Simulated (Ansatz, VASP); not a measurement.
Two plane-wave programs on Hf2As3Ir

The input INCAR:

```
PREC = Accurate ; ENCUT = 520
EDIFF = 1E-6 ; ISMEAR = -1
SIGMA = 0.1364 ; LREAL = False
LASPH = True ; NELM = 60
ALGO = Normal ; ISIF = 2
LWAVE = False ; LCHARG = False
GGA = PE ; NBANDS = 31
```

Contents of KPOINTS:

```
Automatic mesh
0
Gamma
  9 9 4
```

POSCAR

```
Hf2As3Ir
1.0
    3.7552060000      0.0000000000      0.0000000000
    0.0000000000      3.7552060000      0.0000000000
    0.0000000000      0.0000000000      8.2300250000
As Ir Hf
3 1 2
Direct
    0.5000000000      0.5000000000      0.0000000000
    0.0000000000      0.5000000000      0.3820000000
    0.5000000000      0.0000000000      0.6180000000
    0.0000000000      0.0000000000      0.0000000000
    0.0000000000      0.5000000000      0.7340000000
    0.5000000000      0.0000000000      0.2660000000
```

Input for Ansatz:

```yaml
crystal:
  lattice:
    - [3.755206, 0.0, 0.0]
    - [0.0, 3.755206, 0.0]
    - [0.0, 0.0, 8.230025]
  atoms:
    - { symbol: As, position: [0.5, 0.5, 0.0] }
    - { symbol: Ir, position: [0.0, 0.0, 0.0] }
    - { symbol: Hf, position: [0.0, 0.5, 0.734] }
    - { symbol: Hf, position: [0.5, 0.0, 0.266] }
    - { symbol: As, position: [0.0, 0.5, 0.382] }
    - { symbol: As, position: [0.5, 0.0, 0.618] }
  symmetry: { tolerance: 0.0003 }
kpoints:
  mp_grid: { grid: [9, 9, 4], shift: [0, 0, 0] }
  band_path:
    path:
      - [0.0, 0.0, 0.0]
      - [0.0, 0.5, 0.0]
      - [0.5, 0.5, 0.0]
      - [0.0, 0.0, 0.0]
      - [0.0, 0.0, 0.5]
      - [0.0, 0.5, 0.5]
      - [0.5, 0.5, 0.5]
      - [0.0, 0.0, 0.5]
      - [0.0, 0.5, 0.0]
      - [0.0, 0.5, 0.5]
      - [0.5, 0.5, 0.0]
    npoints: 6
magnetization:
  spin_polarized: false
scf:
  occupations: { method: fermi_dirac, width: 0.1364 }
  lower_state_search: "off"
  max_iter: 200
hamiltonian:
  pseudopotentials: { kind: paw }
  xc: pbe
basis:
  ecutwfc: 420
  fft_grid_basis: typed
output:
  forces: true
  stress: true
  eigenvalues: true
  bader: true
  populations: true
  elf: true
  write_potential: true
  volumetric_format: npy
  dos:
    e_range: [-12, 8]
    de: 0.05
    projected: { site_lists: { As: [As], Hf: [Hf], Ir: [Ir] } }
checkpoint:
  read: saved_state
```

Alike in both runs: task single point; functional PBE; k mesh 9 × 9 × 4; occupations fermi-dirac, width 0.1364 eV; no spin polarisation.

|  | VASP | Ansatz |
| --- | --- | --- |
| version | VASP 6.6.1 | Ansatz 0.2.0 |
| potentials or method | VASP PAW PBE potentials, release 64 (As, Ir, Hf_pv), cutoff 520 eV | PAW plane waves |
| valence electrons in the cell | 44 | 114 |

Ansatz gave:

| Quantity | Value |
| --- | --- |
| pressure (GPa) | -5.2 |
| rms of the force components (eV/Å) | 0.094 |

Problem. Which values does VASP return?

Solution. Pressure (GPa): -5.5; rms of the force components (eV/Å): 0.102.

The functional is the same, so the differences come from potentials, cutoffs and numerics. VASP's potentials hold 44 valence electrons a cell and Ansatz's 114, so a difference there can come from the potentials and not from the codes.

Spin-orbit coupling is off throughout.
